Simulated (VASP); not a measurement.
# SnO (P1) in VASP: single point with PBEsol

Aim: the single point of SnO with PBEsol.

Everything below comes from runs of VASP 6.6.1. Logs are shortened: lines on timing, memory, paths and dates and some standing lists are left out, and cuts for length are marked.

## 1. The cell of the first run

The typed cell holds 16 atoms: a = 6.679 Å, b = 6.681 Å, c = 7.630 Å, α = 90.02°, β = 90.03°, γ = 119.99°.

## 2. Single point, PBEsol

The input, INCAR:

```
SYSTEM = SnO
PREC = Accurate ; ENCUT = 520
EDIFF = 1E-6 ; ISMEAR = -1
SIGMA = 0.05 ; LREAL = Auto
LASPH = .True. ; NELM = 100
ALGO = Normal ; ISIF = 2
LWAVE = .False. ; LCHARG = .False.
GGA = PS ; NBANDS = 94
```

The input, KPOINTS:

```
regular mesh
0
Gamma
  6 6 2
  0 0 0
```

The input, POSCAR:

```
SnO
1.0
    6.6787450546     -0.0002998520      0.0009155165
   -3.3396337255      5.7863111224     -0.0004890482
   -0.0054508818     -0.0060867392      7.6297761991
Sn O
8 8
Direct
    0.2487076062      0.2483367593      0.0075720703
    0.2491348013      0.2489496465      0.5075594897
    0.2486662226      0.7481688731      0.0074626027
    0.2491754034      0.7491150196      0.5074494775
    0.7486310386      0.2482558369      0.0077833390
    0.7492115459      0.2490311709      0.5077700486
    0.7485349429      0.7481460007      0.0075270888
    0.7493087565      0.7491410059      0.5075142397
    0.0823611521      0.4155673892      0.3713671500
    0.4151324241      0.0814084193      0.8713818253
    0.0823768585      0.9155819839      0.3710140002
    0.4151302051      0.5813997611      0.8710259003
    0.5823767102      0.4155786921      0.3714558170
    0.9151226185      0.0814134557      0.8714687367
    0.5823796168      0.9155926085      0.3713054665
    0.9151166461      0.5813922000      0.8713177741
```

Potentials or basis: VASP PAW PBE potentials, release 64 (Sn_d, O).

Started as:

```sh
$ cat potpaw_PBE.64/Sn_d/POTCAR potpaw_PBE.64/O/POTCAR > POTCAR
$ mpirun -np 1 vasp_std > vasp.out
```

OUTCAR:

```text
SYSTEM = SnO
   PREC = Accurate
   ENCUT = 520
   EDIFF = 1E-6
   ISMEAR = -1
   LREAL = Auto
   LASPH = .True.
   NELM = 100
   ISIF = 2
   GGA = PS

 ion  position               nearest neighbor table
   1  0.249  0.248  0.008-  14 2.19  10 2.19  12 2.19   7 3.34   5 3.34   3 3.34   5 3.34   7 3.34
                             3 3.34
   2  0.249  0.249  0.508-  13 2.19   9 2.19  11 2.19   8 3.34   6 3.34   4 3.34   6 3.34   8 3.34
                             4 3.34
   3  0.249  0.748  0.007-  16 2.19  10 2.19  12 2.19   7 3.34   1 3.34   5 3.34   7 3.34   5 3.34
                             1 3.34
   4  0.249  0.749  0.507-  15 2.19   9 2.19  11 2.19   8 3.34   2 3.34   6 3.34   8 3.34   6 3.34
                             2 3.34
   5  0.749  0.248  0.008-  14 2.19  10 2.19  16 2.19   1 3.34   1 3.34   3 3.34   7 3.34   3 3.34
                             7 3.34
   6  0.749  0.249  0.508-   9 2.19  13 2.19  15 2.19   2 3.34   2 3.34   4 3.34   8 3.34   4 3.34
                             8 3.34
   7  0.749  0.748  0.008-  16 2.19  14 2.19  12 2.19   3 3.34   1 3.34   5 3.34   3 3.34   5 3.34
                             1 3.34
   8  0.749  0.749  0.508-  15 2.19  13 2.19  11 2.19   4 3.34   2 3.34   6 3.34   4 3.34   6 3.34
                             2 3.34
   9  0.082  0.416  0.371-   2 2.19   4 2.19   6 2.19
  10  0.415  0.081  0.871-   1 2.19   3 2.19   5 2.19
  11  0.082  0.916  0.371-   4 2.19   8 2.19   2 2.19
  12  0.415  0.581  0.871-   3 2.19   7 2.19   1 2.19
  13  0.582  0.416  0.371-   2 2.19   8 2.19   6 2.19
  14  0.915  0.081  0.871-   1 2.19   7 2.19   5 2.19
  15  0.582  0.916  0.371-   4 2.19   8 2.19   6 2.19
  16  0.915  0.581  0.871-   3 2.19   7 2.19   5 2.19

  LATTYP: Found a triclinic cell.
 ALAT       =     6.6803885419
 B/A-ratio  =     2.0735773995
 C/A-ratio  =     1.0000779644
 COS(alpha) =     0.0000130475
 COS(beta)  =     0.5002849391
 COS(gamma) =     0.7226891904

  Lattice vectors:

 A1 = (  -3.3391113291,  -5.7860112704,  -0.0004264683)
 A2 = ( -10.0124055019,  -5.7796246792,  -7.6311181839)
 A3 = (   3.3396337255,  -5.7863111224,   0.0004890482)

Analysis of symmetry for initial positions (statically):
=====================================================================
 Subroutine PRICEL returns:
 Original cell was already a primitive cell.

 Routine SETGRP: Setting up the symmetry group for a
 triclinic supercell.

 Subroutine GETGRP returns: Found  1 space group operations
 (whereof  1 operations were pure point group operations)
 out of a pool of  2 trial point group operations.

The static configuration has the point symmetry C_1 .

Analysis of symmetry for dynamics (positions and initial velocities):
=====================================================================
 Subroutine PRICEL returns:
 Original cell was already a primitive cell.

 Routine SETGRP: Setting up the symmetry group for a
 triclinic supercell.

 Subroutine GETGRP returns: Found  1 space group operations
 (whereof  1 operations were pure point group operations)
 out of a pool of  2 trial point group operations.

The dynamic configuration has the point symmetry C_1 .

 Subroutine INISYM returns: Found  1 space group operations
 (whereof  1 operations are pure point group operations),
 and found     1 'primitive' translations

----------------------------------------------------------------------------------------

                                     Primitive cell

  volume of cell :     294.8474

  direct lattice vectors                    reciprocal lattice vectors
     6.678745055 -0.000299852  0.000915516     0.149732584  0.086419838  0.000175915
    -3.339633726  5.786311122 -0.000489048     0.000007740  0.172826158  0.000137880
    -0.005450882 -0.006086739  7.629776199    -0.000017966  0.000000708  0.131065431

  length of vectors
     6.678745124  6.680909374  7.629780574     0.172882232  0.172826213  0.131065432

  position of ions in fractional coordinates (direct lattice)
     0.248707606  0.248336759  0.007572070
     0.249134801  0.248949647  0.507559490
     0.248666223  0.748168873  0.007462603
     0.249175403  0.749115020  0.507449478
     0.748631039  0.248255837  0.007783339
     0.749211546  0.249031171  0.507770049
[... 8 lines left out ...]
     0.582379617  0.915592608  0.371305466
     0.915116646  0.581392200  0.871317774

  ion indices of the primitive-cell ions
   primitive index   ion index
                 1           1
                 2           2
                 3           3
                 4           4
                 5           5
                 6           6
[... 8 lines left out ...]
                15          15
                16          16

----------------------------------------------------------------------------------------

 KPOINTS: regular mesh

Automatic generation of k-mesh.
 Grid dimensions read from file:
 generate k-points for:    6    6    2

 Generating k-lattice:

  Cartesian coordinates                     Fractional coordinates (reciprocal lattice)
     0.024955431  0.014403306  0.000029319     0.166666667 -0.000000000  0.000000000
     0.000001290  0.028804360  0.000022980     0.000000000  0.166666667  0.000000000
    -0.000008983  0.000000354  0.065532716    -0.000000000  0.000000000  0.500000000

  Length of vectors
     0.028813705  0.028804369  0.065532716

  Shift w.r.t. Gamma in fractional coordinates (k-lattice)
     0.000000000  0.000000000  0.000000000

 Subroutine IBZKPT returns following result:
 ===========================================

 Found     40 irreducible k-points:

 Following reciprocal coordinates:
            Coordinates               Weight
  0.000000  0.000000  0.000000      1.000000
  0.166667  0.000000  0.000000      2.000000
  0.333333  0.000000 -0.000000      2.000000
  0.500000  0.000000  0.000000      1.000000
 -0.000000  0.166667 -0.000000      2.000000
  0.166667  0.166667  0.000000      2.000000
[... 16 lines left out ...]
  0.333333 -0.000000  0.500000      2.000000
  0.500000  0.000000  0.500000      1.000000
 [... further k-points ...]
   k-points           NKPTS =     40   k-points in BZ     NKDIM =     40   number of bands    NBANDS=     94
   number of dos      NEDOS =    301   number of ions     NIONS =     16
   total plane-waves  NPLWV = 150000
   dimension x,y,z NGX =    50 NGY =   50 NGZ =   60
   dimension x,y,z NGXF=   100 NGYF=  100 NGZF=  120
   ions per type =               8   8
   NGX,Y,Z   is equivalent  to a cutoff of  12.45, 12.44, 13.07 a.u.
   NGXF,Y,Z  is equivalent  to a cutoff of  24.89, 24.88, 26.15 a.u.
 SYSTEM =  SnO
   PREC   = accura    normal or accurate (medium, high low for compatibility)
   ISTART =      0    job   : 0-new  1-cont  2-samecut
   ICHARG =      2    charge: 1-file 2-atom 10-const
   ISPIN  =      1    spin polarized calculation?
   LNONCOLLINEAR =      F non collinear calculations
   LSORBIT =      F    spin-orbit coupling
   LASPH  =      T    aspherical Exc in radial PAW
   ENCUT  =  520.0 eV  38.22 Ry    6.18 a.u.  12.42 12.42 14.19*2*pi/ulx,y,z
   NELM   =    100;   NELMIN=  2; NELMDL= -5     # of ELM steps
   EDIFF  = 0.1E-05   stopping-criterion for ELM
   LREAL  =      T    real-space projection
   EDIFFG = 0.1E-04   stopping-criterion for IOM
   NSW    =      0    number of steps for IOM
[... 5 lines left out ...]
   TEBEG  =    0.0;   TEEND  =   0.0 temperature during run
   PSTRESS=    0.0 pullay stress
   NELECT =     160.0000    total number of electrons
   NUPDOWN=      -1.0000    fix difference up-down
   EMIN   =  10.00;   EMAX   =-10.00  energy-range for DOS
   EFERMI =   0.00;   METHOD = LEGACY
   ISMEAR =    -1;   SIGMA  =   0.05  broadening in eV -4-tet -1-fermi 0-gaus
   EFERMI_NEDOS =   21; number of points for ismear=-14 and -15
   IALGO  =     38    algorithm
   IMIX   =      4    mixing-type and parameters
     AMIX     =   0.40;   BMIX     =  1.00
     AMIX_MAG =   1.60;   BMIX_MAG =  1.00
  volume/ion in A,a.u.               =      18.43       124.36
  Fermi-wavevector in a.u.,A,eV,Ry     =   1.335311  2.523372 24.259941  1.783055
  Thomas-Fermi vector in A             =   2.464025
   LORBIT       =      0    0 simple, 1 ext, 2 COOP (PROOUT), +10 PAW based schemes
   GGA     = PS    functional components
   LHFCALC =     F    Hartree Fock is set to
   AEXX    =    0.0000 exact exchange contribution
   IVDW    =     0    specifies the selected vdW correction
   LEPSILON=     F    determine dielectric tensor
   LRPA    =     F    only Hartree local field effects (RPA)
 non-spin polarized calculation
  energy-cutoff  :      520.00
  volume of cell :      294.85
 maximum number of plane-waves:      8008
 NGX is ok and might be reduce to    50
   NGX = 25   NGY = 25   NGZ = 29

 number of electron     159.9999960 magnetization

 Free energy of the ion-electron system (eV)
  ---------------------------------------------------
  ext. energy  EPLUGINS =         0.00000000
  ---------------------------------------------------
  free energy    TOTEN  =       -91.63899496 eV

  energy without entropy =      -91.63687225  energy(sigma->0) =      -91.63793361

 E-fermi :   6.1361     XC(G=0): -10.2378

 val. band max:        6.0285053033   @ k =   0.3333   0.3333  -0.0000
 cond. band min:       6.2618776037   @ k =   0.0000   0.0000   0.0000
 fundamental gap:      0.2333723005
 Fermi energy:         6.1360855978

 k-point     1 :       0.0000    0.0000    0.0000
  band No.  band energies     occupation
      1     -15.6608      2.00000
      2     -15.6607      2.00000
      3     -15.6600      2.00000
      4     -15.6279      2.00000
      5     -15.6276      2.00000
      6     -15.6270      2.00000
[... 84 lines left out ...]
     91      10.4933      0.00000
     92      11.3488      0.00000

 k-point     2 :       0.1667    0.0000    0.0000
  band No.  band energies     occupation
      1     -15.6497      2.00000
      2     -15.6492      2.00000
      3     -15.6399      2.00000
      4     -15.6187      2.00000
      5     -15.6183      2.00000
      6     -15.6083      2.00000
[... 2079 lines left out ...]
     91      10.6075      0.00000
     92      10.6093      0.00000

 k-point    24 :       0.5000    0.0000    0.5000
  band No.  band energies     occupation
      1     -15.6008      2.00000
      2     -15.6007      2.00000
      3     -15.6005      2.00000
      4     -15.6004      2.00000
      5     -15.4868      2.00000
      6     -15.4868      2.00000
[... 84 lines left out ...]
     91      10.1406      0.00000
     92      10.1678      0.00000

 [... further k-points ...]

 [bands above 92 left out]

------------------------ aborting loop because EDIFF is reached ----------------------------------------

  FORCE on cell =-STRESS in cart. coord.  units (eV):
  Direction    XX          YY          ZZ          XY          YZ          ZX
  --------------------------------------------------------------------------------------
  -------------------------------------------------------------------------------------
  Total        0.4719116      0.4896963      0.1312592      0.0122403      0.0100972     -0.0027868
  in kB        2.5643306      2.6609711      0.7132522      0.0665126      0.0548676     -0.0151434
  external PRESSURE =       1.9795180 kB  Pullay stress =       0.0000000 kB

 VOLUME and BASIS-vectors are now :
 -----------------------------------------------------------------------------
  energy-cutoff  :      520.00
  volume of cell :      294.85
      direct lattice vectors                 reciprocal lattice vectors
     6.678745055 -0.000299852  0.000915516     0.149732584  0.086419838  0.000175915
    -3.339633726  5.786311122 -0.000489048     0.000007740  0.172826158  0.000137880
    -0.005450882 -0.006086739  7.629776199    -0.000017966  0.000000708  0.131065431

 POSITION                                       TOTAL-FORCE (eV/Angst)
 -----------------------------------------------------------------------------------
      0.83166      1.43683      0.05788        -0.003312     -0.003789      0.062579
      0.82974      1.43734      3.87267        -0.002087     -0.003272      0.061180
     -0.83787      4.32902      0.05680        -0.004033     -0.000223      0.064909
     -0.84036      4.33145      3.87159        -0.002787     -0.001002      0.062742
      4.17079      1.43621      0.05995        -0.007667     -0.006260      0.060463
      4.16935      1.43766      3.87474         0.002510     -0.003854      0.056956
[... 8 lines left out ...]
      0.82980      5.29547      2.83306         0.001161      0.003390     -0.062176
      4.16544      3.35854      6.64851         0.005294      0.001924     -0.061640
 -----------------------------------------------------------------------------------
    total drift:                               -0.036127     -0.019281      0.008166

  FREE ENERGIE OF THE ION-ELECTRON SYSTEM (eV)
  ---------------------------------------------------
  free  energy   TOTEN  =       -91.6389949603 eV

  energy  without entropy=      -91.6368722533  energy(sigma->0) =      -91.63793361
```

It took 45 min on 1 thread of Oxide Virtual Turin-like, shared host; peak memory 0.78 GiB.

Results:

* Free energy: -91.6390 eV
* Pressure: 0.2 GPa
* Largest force: 0.066 eV/Å
* Band gap on the k mesh: 0.23 eV

Forces in eV/Å, atoms in the order of the input:
```
Sn  -0.003 -0.004  0.063
Sn  -0.002 -0.003  0.061
Sn  -0.004  0.000  0.065
Sn  -0.003 -0.001  0.063
Sn  -0.008 -0.006  0.060
Sn   0.003 -0.004  0.057
Sn  -0.006 -0.001  0.066
Sn  -0.001 -0.001  0.062
O    0.001  0.003 -0.063
O    0.005  0.002 -0.062
O    0.000  0.003 -0.061
O    0.006  0.002 -0.062
O    0.002  0.003 -0.063
O    0.005  0.002 -0.063
O    0.001  0.003 -0.062
O    0.005  0.002 -0.062
```

Stress tensor (GPa, compression positive):
```
0.26 0.01 0.00
0.01 0.27 0.01
0.00 0.01 0.07
```

Caveat: the structure was generated, so it needn't be the stable form of SnO; semilocal functionals underestimate gaps, and a narrow one can read as zero; the PAW data sets were made with another functional, which shifts forces and pressure a little; spin-orbit coupling is left out, which moves the levels of the heavy elements. A k mesh can miss the band edges.
